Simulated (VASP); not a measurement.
Write the native input for VASP 6.6.1 that does the following.

- Task: single point
- Functional: PBEsol
- Potentials or basis: VASP PAW PBE potentials, release 64 (Sr_sv)
- Cutoff: 520 eV
- k mesh: 8 × 8 × 4
- Occupations: methfessel-paxton, width 0.1 eV
- Spin: no spin polarisation
- Dipole correction: no
- Further INCAR settings: ALGO = Normal; EDIFF = 1e-06; NBANDS = 17

The structure of Sr lies in POSCAR:

```
Sr
1.0
    4.3100000000      0.0000000000      0.0000000000
   -2.1550000000      3.7325700000      0.0000000000
    0.0000000000      0.0000000000      7.0500000000
Sr
2
Direct
    0.3333333333      0.6666666667      0.2500000000
    0.6666666667      0.3333333333      0.7500000000
```

This isn't the form of Sr at room conditions, which is fcc.

One way to write it, as run:

INCAR

```
SYSTEM = Sr
  PREC = Accurate
  ENCUT = 520
  EDIFF = 1E-6
  ISMEAR = 1
  SIGMA = 0.1
  LREAL = .False.
  LASPH = .True.
  NELM = 80
  ALGO = Normal
  ISIF = 2
  LWAVE = .False.
  LCHARG = .True.
  GGA = PS
  LELF = .True.
  LVHAR = .True.
  NBANDS = 17
```

KPOINTS

```
regular mesh
0
Gamma
  8 8 4
  0 0 0
```

Potentials or basis: VASP PAW PBE potentials, release 64 (Sr_sv).

Command:

```console
$ cat potpaw_PBE.64/Sr_sv/POTCAR > POTCAR
$ mpirun -np 1 vasp_std > vasp.out
```

It gave:

```yaml
Pressure: -0.8 GPa
Band_gap_on_the_k_mesh: zero (bands 10 and 11 overlap by 0.19 eV)
```

Caveat: the PAW data sets were made with another functional, which shifts forces and pressure a little.

Run time: 54 s on 1 thread of Intel Xeon 8259CL, on a shared host, peak memory 0.24 GiB.
